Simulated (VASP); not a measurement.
Runs of VASP 6.6.1 on AlP. The structure is that of space group F-43m (No. 216), or close to it. The cells are those of the table. 

| task | cell | k mesh | smearing | gap on the mesh (eV) | pressure (GPa) |
| --- | --- | --- | --- | --- | --- |
| single point | a = 3.842 Å, angles 60.0°, 2 atoms | 10 × 10 × 10 | gaussian 0.02 eV | 1.41 | 0.1 |
| single point | a = 3.842 Å, angles 60.0°, 2 atoms | 8 × 8 × 8 | gaussian 0.02 eV | 1.41 | 0.1 |
| relaxation of cell and atoms | relaxed from a = 3.864 Å, angles 60.0°, 2 atoms | 8 × 8 × 8 | gaussian 0.02 eV | (a) | 0.0 |
| single point | a = 3.864 Å, angles 60.0°, 2 atoms | 6 × 6 × 6 | gaussian 0.1 eV | 1.44 | -1.4 |

Alike in all rows: level LDA; potentials or basis VASP PAW LDA potentials, release 64 (Al, P); no spin polarisation; cutoff (eV) 500.

Problem. Estimate the missing entries.

Solution. (a) 1.42.

A k mesh can miss the band edges.
